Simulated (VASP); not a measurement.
Wanted: the native input for a VASP 6.6.1 run.

| Property | Result |
| --- | --- |
| Task | single point |
| Functional | PBE-based screened hybrid with 30 % exact exchange |
| Potentials or basis | VASP PAW PBE potentials, release 64 (Na_pv, S) |
| Cutoff | 400 eV |
| k mesh | 4 × 4 × 4 |
| Occupations | gaussian, width 0.01 eV |
| Spin | no spin polarisation |
| Dipole correction | no |
| Grid for exact exchange (PRECFOCK) | Normal |
| Share of exact exchange | 0.3 |
| Further INCAR settings | ALGO = Normal; EDIFF = 1e-06; NBANDS = 17 |
| Screening parameter | 0.2078 1/Å |

The system is Na2S.

```
CELL_PARAMETERS angstrom
0.00000 3.25543 3.25543
3.25543 0.00000 3.25543
3.25543 3.25543 0.00000
ATOMIC_POSITIONS crystal
Na 0.25000 0.25000 0.25000
Na 0.75000 0.75000 0.75000
S 0.00000 0.00000 0.00000
```

These files were run (other wordings do the same):

POSCAR

```
Na2S
1.0
    0.0000000000      3.2554286299      3.2554286299
    3.2554286299      0.0000000000      3.2554286299
    3.2554286299      3.2554286299      0.0000000000
Na S
2 1
Direct
    0.2500000000      0.2500000000      0.2500000000
    0.7500000000      0.7500000000      0.7500000000
    0.0000000000      0.0000000000      0.0000000000
```

INCAR.step1

```
SYSTEM = Na2S
PREC = Accurate
ENCUT = 400
EDIFF = 1E-5
ISMEAR = 0
SIGMA = 0.01
LREAL = .FALSE.
LASPH = .TRUE.
NELM = 120
ALGO = Normal
ISIF = 2
LWAVE = .TRUE.
LCHARG = .FALSE.
NBANDS = 17
GGA = PE
GGA_COMPAT = .FALSE.
```

INCAR.step2

```
SYSTEM = Na2S
PREC = Accurate
ENCUT = 400
EDIFF = 1E-6
ISMEAR = 0
SIGMA = 0.01
LREAL = .FALSE.
LASPH = .TRUE.
NELM = 120
ALGO = Normal
ISIF = 2
LWAVE = .FALSE.
LCHARG = .FALSE.
GGA = PE
LHFCALC = .TRUE.
AEXX = 0.3
HFSCREEN = 0.2078
PRECFOCK = Normal
NBANDS = 17
ISTART = 1
GGA_COMPAT = .FALSE.
```

KPOINTS

```
regular mesh
0
G
  4 4 4
  0 0 0
```

Potentials or basis: VASP PAW PBE potentials, release 64 (Na_pv, S).

The run is started by

```console
$ cat potpaw_PBE.64/Na_pv/POTCAR potpaw_PBE.64/S/POTCAR > POTCAR
$ cp INCAR.step1 INCAR
$ mpirun -np 1 vasp_std > vasp.out
$ cp INCAR.step2 INCAR
$ mpirun -np 1 vasp_std > vasp.out
```

It gave:

```json
{
  "Pressure": "-0.1 GPa",
  "Band gap on the k mesh": "3.72 eV"
}
```

Caveat: the PAW data sets were made with another functional, which shifts forces and pressure a little.

Wall time 5 min on 1 thread of Intel(R) Xeon(R) Platinum 8488C (Sapphire Rapids) (shared host), peak memory 0.26 GiB.
